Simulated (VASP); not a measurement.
# NaI (Fm-3m) in VASP: a series of runs, part 2 of 2

VASP 6.6.1. Earlier steps stand in the parts before.

### Step 4. Single point, LDA

This run uses another cell than the first one, of 34.58 Å³/atom, 1.041 times its volume.

Input file INCAR:

```
PREC = Accurate ; ENCUT = 520
EDIFF = 1E-6 ; ISMEAR = -1
SIGMA = 0.05 ; LREAL = False
LASPH = True ; NELM = 80
ALGO = Normal ; ISIF = 2
LWAVE = False ; LCHARG = False
NBANDS = 14
```

Input file KPOINTS:

```
regular mesh
0
Gamma
  6 6 6
```

Input file POSCAR:

```
NaI
1.0
    0.0000000000      3.2578337372      3.2578337372
    3.2578337372      0.0000000000      3.2578337372
    3.2578337372      3.2578337372      0.0000000000
I Na
1 1
Direct
    0.5000000000      0.5000000000      0.5000000000
    0.0000000000      0.0000000000      0.0000000000
```

Potentials or basis: VASP PAW LDA potentials, release 64 (I, Na_pv).

The run is started by

```bash
$ cat potpaw_LDA.64/I/POTCAR potpaw_LDA.64/Na_pv/POTCAR > POTCAR
$ mpirun -np 1 vasp_std > vasp.out
```

OUTCAR:

```text
PREC = Accurate
   ENCUT = 520
   EDIFF = 1E-6
   ISMEAR = -1
   LREAL = False
   LASPH = True
   NELM = 80
   ISIF = 2

 ion  position               nearest neighbor table
   1  0.500  0.500  0.500-
   2  0.000  0.000  0.000-

  LATTYP: Found a face centered cubic cell.
 ALAT       =     6.5156674744

  Lattice vectors:

 A1 = (   0.0000000000,   3.2578337372,   3.2578337372)
 A2 = (   3.2578337372,   0.0000000000,   3.2578337372)
 A3 = (   3.2578337372,   3.2578337372,   0.0000000000)

Analysis of symmetry for initial positions (statically):
=====================================================================
 Subroutine PRICEL returns:
 Original cell was already a primitive cell.

 Routine SETGRP: Setting up the symmetry group for a
 face centered cubic supercell.

 Subroutine GETGRP returns: Found 48 space group operations
 (whereof 48 operations were pure point group operations)
 out of a pool of 48 trial point group operations.

The static configuration has the point symmetry O_h .

Analysis of symmetry for dynamics (positions and initial velocities):
=====================================================================
 Subroutine PRICEL returns:
 Original cell was already a primitive cell.

 Routine SETGRP: Setting up the symmetry group for a
 face centered cubic supercell.

 Subroutine GETGRP returns: Found 48 space group operations
 (whereof 48 operations were pure point group operations)
 out of a pool of 48 trial point group operations.

The dynamic configuration has the point symmetry O_h .

 Subroutine INISYM returns: Found 48 space group operations
 (whereof 48 operations are pure point group operations),
 and found     1 'primitive' translations

----------------------------------------------------------------------------------------

                                     Primitive cell

  volume of cell :      69.1539

  direct lattice vectors                    reciprocal lattice vectors
     0.000000000  3.257833737  3.257833737    -0.153476218  0.153476218  0.153476218
     3.257833737  0.000000000  3.257833737     0.153476218 -0.153476218  0.153476218
     3.257833737  3.257833737  0.000000000     0.153476218  0.153476218 -0.153476218

  length of vectors
     4.607272655  4.607272655  4.607272655     0.265828607  0.265828607  0.265828607

  position of ions in fractional coordinates (direct lattice)
     0.500000000  0.500000000  0.500000000
     0.000000000  0.000000000  0.000000000

  ion indices of the primitive-cell ions
   primitive index   ion index
                 1           1
                 2           2

----------------------------------------------------------------------------------------

 KPOINTS: regular mesh

Automatic generation of k-mesh.
 Grid dimensions read from file:
 generate k-points for:    6    6    6

 Generating k-lattice:

  Cartesian coordinates                     Fractional coordinates (reciprocal lattice)
    -0.025579370  0.025579370  0.025579370     0.166666667  0.000000000  0.000000000
     0.025579370 -0.025579370  0.025579370     0.000000000  0.166666667  0.000000000
     0.025579370  0.025579370 -0.025579370     0.000000000  0.000000000  0.166666667

  Length of vectors
     0.044304768  0.044304768  0.044304768

  Shift w.r.t. Gamma in fractional coordinates (k-lattice)
     0.000000000  0.000000000  0.000000000

 Subroutine IBZKPT returns following result:
 ===========================================

 Found     16 irreducible k-points:

 Following reciprocal coordinates:
            Coordinates               Weight
  0.000000  0.000000  0.000000      1.000000
  0.166667  0.000000  0.000000      8.000000
  0.333333  0.000000  0.000000      8.000000
  0.500000  0.000000  0.000000      4.000000
  0.166667  0.166667  0.000000      6.000000
  0.333333  0.166667  0.000000     24.000000
[... 8 lines left out ...]
 -0.333333  0.333333  0.166667     24.000000
 -0.333333  0.500000  0.166667     12.000000
   k-points           NKPTS =     16   k-points in BZ     NKDIM =     16   number of bands    NBANDS=     14
   number of dos      NEDOS =    301   number of ions     NIONS =      2
   total plane-waves  NPLWV =  46656
   dimension x,y,z NGX =    36 NGY =   36 NGZ =   36
   dimension x,y,z NGXF=    72 NGYF=   72 NGZF=   72
   ions per type =               1   1
   NGX,Y,Z   is equivalent  to a cutoff of  12.99, 12.99, 12.99 a.u.
   NGXF,Y,Z  is equivalent  to a cutoff of  25.98, 25.98, 25.98 a.u.
 SYSTEM =  unknown system
   PREC   = accura    normal or accurate (medium, high low for compatibility)
   ISTART =      0    job   : 0-new  1-cont  2-samecut
   ICHARG =      2    charge: 1-file 2-atom 10-const
   ISPIN  =      1    spin polarized calculation?
   LNONCOLLINEAR =      F non collinear calculations
   LSORBIT =      F    spin-orbit coupling
   LASPH  =      T    aspherical Exc in radial PAW
   ENCUT  =  520.0 eV  38.22 Ry    6.18 a.u.   8.57  8.57  8.57*2*pi/ulx,y,z
   NELM   =     80;   NELMIN=  2; NELMDL= -5     # of ELM steps
   EDIFF  = 0.1E-05   stopping-criterion for ELM
   LREAL  =      F    real-space projection
   EDIFFG = 0.1E-04   stopping-criterion for IOM
   NSW    =      0    number of steps for IOM
   IBRION =     -1    ionic relax: 0-MD 1-quasi-New 2-CG
   NFREE  =      0    steps in history (QN), initial steepest desc. (CG)
   ISIF   =      2    stress and relaxation
   ISYM   =      2    0-nonsym 1-usesym 2-fastsym
   POTIM  = 0.5000    time-step for ionic-motion
   TEBEG  =    0.0;   TEEND  =   0.0 temperature during run
   PSTRESS=    0.0 pullay stress
   NELECT =      14.0000    total number of electrons
   NUPDOWN=      -1.0000    fix difference up-down
   EMIN   =  10.00;   EMAX   =-10.00  energy-range for DOS
   EFERMI =   0.00;   METHOD = LEGACY
   ISMEAR =    -1;   SIGMA  =   0.05  broadening in eV -4-tet -1-fermi 0-gaus
   EFERMI_NEDOS =   21; number of points for ismear=-14 and -15
   IALGO  =     38    algorithm
   IMIX   =      4    mixing-type and parameters
     AMIX     =   0.40;   BMIX     =  1.00
     AMIX_MAG =   1.60;   BMIX_MAG =  1.00
  volume/ion in A,a.u.               =      34.58       233.34
  Fermi-wavevector in a.u.,A,eV,Ry     =   0.961270  1.816536 12.572320  0.924039
  Thomas-Fermi vector in A             =   2.090627
   LORBIT       =      0    0 simple, 1 ext, 2 COOP (PROOUT), +10 PAW based schemes
   GGA     = CA    functional components
   LHFCALC =     F    Hartree Fock is set to
   AEXX    =    0.0000 exact exchange contribution
   IVDW    =     0    specifies the selected vdW correction
   LEPSILON=     F    determine dielectric tensor
   LRPA    =     F    only Hartree local field effects (RPA)
 non-spin polarized calculation
  energy-cutoff  :      520.00
  volume of cell :       69.15
 maximum number of plane-waves:      1892
 NGX is ok and might be reduce to    36
   NGX = 17   NGY = 17   NGZ = 17

 number of electron      13.9999994 magnetization

 Free energy of the ion-electron system (eV)
  ---------------------------------------------------
  ext. energy  EPLUGINS =         0.00000000
  ---------------------------------------------------
  free energy    TOTEN  =        -5.96700525 eV

  energy without entropy =       -5.96700525  energy(sigma->0) =       -5.96700525

 E-fermi :   1.5492     XC(G=0):  -8.0211

 val. band max:        0.4824198867   @ k =   0.0000   0.0000   0.0000
 cond. band min:       3.7770748572   @ k =   0.0000   0.0000   0.0000
 fundamental gap:      3.2946549705
 Fermi energy:         1.5492490935

 k-point     1 :       0.0000    0.0000    0.0000
  band No.  band energies     occupation
      1     -21.9275      2.00000
      2     -21.9275      2.00000
      3     -21.9275      2.00000
      4     -10.5517      2.00000
      5       0.4824      2.00000
      6       0.4824      2.00000
      7       0.4824      2.00000
      8       3.7771      0.00000
      9       8.2768      0.00000
     10       8.2768      0.00000
     11       8.2768      0.00000
     12      10.1149      0.00000
     13      10.1149      0.00000
     14      10.6566      0.00000
[... 239 lines left out ...]
 k-point    16 :      -0.3333    0.5000    0.1667
  band No.  band energies     occupation
      1     -21.9308      2.00000
      2     -21.9297      2.00000
      3     -21.9292      2.00000
      4     -10.1742      2.00000
      5      -1.1768      2.00000
      6      -0.6146      2.00000
      7      -0.4032      2.00000
      8       5.5920      0.00000
      9       6.8156      0.00000
     10       8.7936      0.00000
     11       8.8286      0.00000
     12      11.7004      0.00000
     13      12.6298      0.00000
     14      12.8729      0.00000

------------------------ aborting loop because EDIFF is reached ----------------------------------------

  FORCE on cell =-STRESS in cart. coord.  units (eV):
  Direction    XX          YY          ZZ          XY          YZ          ZX
  --------------------------------------------------------------------------------------
  -------------------------------------------------------------------------------------
  Total       -0.7980401     -0.7980401     -0.7980401     -0.0000000     -0.0000000      0.0000000
  in kB      -18.4892184    -18.4892184    -18.4892184     -0.0000000     -0.0000000      0.0000000
  external PRESSURE =     -18.4892184 kB  Pullay stress =       0.0000000 kB

 VOLUME and BASIS-vectors are now :
 -----------------------------------------------------------------------------
  energy-cutoff  :      520.00
  volume of cell :       69.15
      direct lattice vectors                 reciprocal lattice vectors
     0.000000000  3.257833737  3.257833737    -0.153476218  0.153476218  0.153476218
     3.257833737  0.000000000  3.257833737     0.153476218 -0.153476218  0.153476218
     3.257833737  3.257833737  0.000000000     0.153476218  0.153476218 -0.153476218

 POSITION                                       TOTAL-FORCE (eV/Angst)
 -----------------------------------------------------------------------------------
      3.25783      3.25783      3.25783         0.000000      0.000000      0.000000
      0.00000      0.00000      0.00000         0.000000     -0.000000     -0.000000
 -----------------------------------------------------------------------------------
    total drift:                                0.000000      0.000000      0.000000

  FREE ENERGIE OF THE ION-ELECTRON SYSTEM (eV)
  ---------------------------------------------------
  free  energy   TOTEN  =        -5.9670052504 eV

  energy  without entropy=       -5.9670052503  energy(sigma->0) =       -5.96700525
```

Run time: 14 s. Hardware: 1 thread of Intel Xeon 6975P-C, shared host; peak memory 0.17 GiB.

Results:

- Free energy: -5.9670 eV
- Pressure: -1.8 GPa
- Band gap on the k mesh: 3.29 eV, direct

Caveat: spin-orbit coupling is left out, which moves the levels of the heavy elements. LDA gaps usually lie below the measured ones, often by a third to a half.

### Step 5. Summary

```csv
cell,gap on the mesh (eV),pressure (GPa)
"a = 4.546 Å, angles 60.0°, 2 atoms",3.40,-1.3
"a = 4.577 Å, angles 60.0°, 2 atoms",3.35,-1.6
"a = 4.607 Å, angles 60.0°, 2 atoms",3.29,-1.8
```

Alike in all rows: task single point; level LDA; potentials or basis VASP PAW LDA potentials, release 64 (I, Na_pv); no spin polarisation; k mesh 6 × 6 × 6; cutoff (eV) 520; smearing fermi-dirac 0.05 eV.

Caveats: spin-orbit coupling is left out, which moves the levels of the heavy elements.

Absolute energies hang on the potentials; compare differences alone.
